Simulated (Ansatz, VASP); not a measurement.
Zr2O in VASP and in Ansatz

File INCAR:

```
SYSTEM = Zr2O
ALGO = Normal
EDIFF = 1E-7
ENCUT = 520
GGA = PS
ISIF = 2
ISMEAR = 0
LASPH = .True.
LCHARG = .False.
LREAL = .False.
LWAVE = .False.
NBANDS = 39
NELM = 60
PREC = Accurate
SIGMA = 0.15
```

The input KPOINTS:

```
k-points
0
Gamma
  10 10 10
  0 0 0
```

POSCAR

```
Zr2O
1.0
    4.8002881848      0.0000000000      0.0000000000
    0.0000000000      4.8002881848      0.0000000000
    0.0000000000      0.0000000000      4.8002881848
Zr O
4 2
Direct
    0.3015567741      0.1984432259      0.7500000000
    0.6984432259      0.1984432259      0.2500000000
    0.3015567741      0.8015567741      0.2500000000
    0.6984432259      0.8015567741      0.7500000000
    0.0000000000      0.0000000000      0.0000000000
    0.5000000000      0.5000000000      0.5000000000
```

Input for Ansatz:

```yaml
crystal:
  lattice:
    - [4.8002881848, 0.0, 0.0]
    - [0.0, 4.8002881848, 0.0]
    - [0.0, 0.0, 4.8002881848]
  atoms:
    - { symbol: Zr, position: [0.3015567741, 0.1984432259, 0.75] }
    - { symbol: Zr, position: [0.6984432259, 0.1984432259, 0.25] }
    - { symbol: Zr, position: [0.3015567741, 0.8015567741, 0.25] }
    - { symbol: Zr, position: [0.6984432259, 0.8015567741, 0.75] }
    - { symbol: O, position: [0.0, 0.0, 0.0] }
    - { symbol: O, position: [0.5, 0.5, 0.5] }
basis:
  ecutwfc: 420
kpoints:
  mp_grid: { grid: [10, 10, 10] }
hamiltonian:
  xc: pbesol
scf:
  occupations: { method: gaussian, width: 0.15 }
output:
  forces: true
  stress: true
  eigenvalues: true
```

Change from the starting cell: mode 1 (-33.3 1/cm) frozen in, largest displacement +0.350 Å.

Alike in both runs: task single point; functional PBEsol; k mesh 10 × 10 × 10; occupations gaussian, width 0.15 eV; no spin polarisation.

|  | VASP | Ansatz |
| --- | --- | --- |
| version | VASP 6.6.1 | Ansatz 0.2.0 |
| potentials or method | VASP PAW PBE potentials, release 64 (Zr_sv, O), cutoff 520 eV | scalar-relativistic, plane waves, PAW |
| valence electrons in the cell | 60 | 60 |

```tsv
	VASP	Ansatz	Ansatz less VASP
gap on the k mesh at the Fermi level (eV)	none	none	-
pressure (GPa)	6.6	6.3	-0.27
traceless stress, the component that is largest in VASP (GPa)	-0.50	-0.47	+0.027
rms of the force components (eV/Å)	1.204	1.197	-0.0069
```

VASP's potentials were made for PBE, not for PBEsol. Atom by atom the forces differ by 0.007 eV/Å (rms over components). A gap of «none» marks a metal or a gap that the smearing closes. With one functional, cell and mesh, what is left measures potentials, basis and numerics.
